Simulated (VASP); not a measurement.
Crystal: Nd2H3.

```
Nd H
1.0
     3.39351    0.00000    0.00000
    -1.69647    4.79052    0.00000
    -1.05189   -1.80314    5.04251
Nd H
2 3
Direct
  0.00000 0.50000 0.00000
  0.00000 0.50000 0.50000
  0.50000 0.00000 0.50000
  0.50000 0.50000 0.00000
  0.00000 0.00000 0.00000
```

The cell was generated, and may not be a known phase.

```yaml
Program: VASP 6.6.1
Task: relaxation of cell and atoms
Functional: PBE
Potentials_or_basis: VASP PAW PBE potentials, release 64 (Nd_3, H), 4f in core
Cutoff: 500 eV
k_mesh: 5 × 4 × 3
Occupations: gaussian, width 0.2 eV
Spin: no spin polarisation
```

At the start: pressure 14.8 GPa; volume 16.39 Å³/atom.

Q: Where does the relaxation end?

A: Over 18 steps the energy falls by 1061.3 meV/atom and the volume is 16.48 Å³/atom (+0.5 %); space group P-1 (No. 2, to 0.1 Å) before, C2/m (No. 12, to 0.1 Å).

The path:
```
step  energy change (eV)  largest force (eV/Å)  pressure (GPa)  volume (Å³)
   1              0.0000                0.0000           14.81        81.97
   2             -3.2563                0.0000           -2.23        99.36
   3             -3.4344                0.0000           -4.48       105.05
   4             -4.0266                0.0000           -3.58        97.55
   5             -4.3860                0.0000            9.13        74.23
   6             -4.6367                0.0000            0.86        84.37
   7             -4.6510                0.0000            2.18        82.21
   8             -5.0112                0.0000            1.14        81.37
   9             -5.1053                0.0000            1.58        80.13
  10             -5.1977                0.0000           -0.65        83.25
  11             -5.2075                0.0000           -1.74        85.12
  12             -5.2497                0.0000           -0.13        82.67
  13             -5.2514                0.0000            0.29        82.11
  14             -5.2855                0.0000            0.42        81.81
  15             -5.2966                0.0000            0.70        81.39
  16             -5.3028                0.0000           -0.65        83.32
  17             -5.3033                0.0000           -0.36        82.89
  18             -5.3067                0.0000           -0.02        82.40
```

Final structure:
```
Nd H
1.0
     4.18349    0.92776   -0.56062
    -1.22716    4.09042   -0.92563
    -2.58283   -3.84790    5.67914
Nd H
2 3
Direct
  0.00000 0.50000 0.00000
  0.00000 0.50000 0.50000
  0.50000 0.00000 0.50000
  0.50000 0.50000 0.00000
  0.00000 0.00000 0.00000
```

Caveat: the k points lie up to 0.41 Å⁻¹ apart in the final cell, too coarse for converged energies and pressures of a metal; a cell axis changed by over 15 % at a fixed basis, so the end point is rough; an odd number of electrons without spin polarisation forces a metal; a magnetic or distorted state may lie lower.
